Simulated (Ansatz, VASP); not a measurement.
## HfO2: VASP beside Ansatz

Contents of INCAR:

```
SYSTEM = HfO2
  PREC = Accurate
  ENCUT = 520
  EDIFF = 1E-7
  ISMEAR = 0
  SIGMA = 0.05
  LREAL = .FALSE.
  LASPH = .TRUE.
  NELM = 60
  ALGO = Normal
  ISIF = 2
  LWAVE = .FALSE.
  LCHARG = .TRUE.
  GGA = PS
  LELF = .TRUE.
  LVHAR = .TRUE.
  NBANDS = 31
```

File KPOINTS:

```
Automatic mesh
0
G
  6 6 8
  0 0 0
```

The input POSCAR:

```
HfO2
1.0
    4.9515530954      0.0000000000      0.0000000000
    0.0000000000      4.9515530954      0.0000000000
    0.0000000000      0.0000000000      3.2904374695
Hf O
2 4
Direct
    0.0000000000      0.0000000000      0.0000000000
    0.5000000000      0.5000000000      0.5000000000
    0.1949828631      0.8050171369      0.5000000000
    0.3050171369      0.3050171369      0.0000000000
    0.6949828631      0.6949828631      0.0000000000
    0.8050171369      0.1949828631      0.5000000000
```

Input for Ansatz:

```yaml
crystal:
  lattice:
    - [4.9515530954, 0.0, 0.0]
    - [0.0, 4.9515530954, 0.0]
    - [0.0, 0.0, 3.2904374695]
  atoms:
    - { symbol: Hf, position: [0.0, 0.0, 0.0] }
    - { symbol: Hf, position: [0.5, 0.5, 0.5] }
    - { symbol: O, position: [0.1949828631, 0.8050171369, 0.5] }
    - { symbol: O, position: [0.3050171369, 0.3050171369, 0.0] }
    - { symbol: O, position: [0.6949828631, 0.6949828631, 0.0] }
    - { symbol: O, position: [0.8050171369, 0.1949828631, 0.5] }
basis:
  ecutwfc: 520.0
kpoints:
  mp_grid: { grid: [6, 6, 8] }
hamiltonian:
  xc: pbesol
  pseudopotentials: { kind: paw, azcp: { folder: soft_1 } }
scf:
  occupations: { method: gaussian, width: 0.05 }
output:
  forces: true
  stress: true
  eigenvalues: true
```

Change from the starting cell: mode 16 frozen in at +0.000 Å, equal normal strain along x, y and z +0.0250.

Alike in both runs: task single point; functional PBEsol; k mesh 6 × 6 × 8; occupations gaussian, width 0.05 eV; no spin polarisation.

|  | VASP | Ansatz |
| --- | --- | --- |
| version | VASP 6.6.1 | Ansatz 0.2.0 |
| potentials or method | VASP PAW PBE potentials, release 64 (Hf_pv, O), cutoff 520 eV | scalar-relativistic, plane waves, PAW |
| valence electrons in the cell | 44 | 76 |

|  | VASP | Ansatz | Ansatz less VASP |
| --- | --- | --- | --- |
| gap on the k mesh at the Fermi level (eV) | 3.56 | 3.62 | +0.057 |
| least direct gap on the mesh (eV) | 3.56 | 3.62 | +0.057 |
| pressure (GPa) | -16.9 | -14.5 | +2.45 |
| traceless stress, the component that is largest in VASP (GPa) | -3.09 | -2.67 | +0.422 |
| rms of the force components (eV/Å) | 0.128 | 0.108 | -0.0200 |

VASP's potentials were made for PBE, not for PBEsol, and Ansatz warns of the same on its side. Atom by atom the forces differ by 0.020 eV/Å (rms over components). With one functional, cell and mesh, what is left measures potentials, basis and numerics. VASP's potentials hold 44 valence electrons a cell and Ansatz's 76, so a difference there can come from the potentials and not from the codes.

Neither program's run includes spin-orbit coupling.
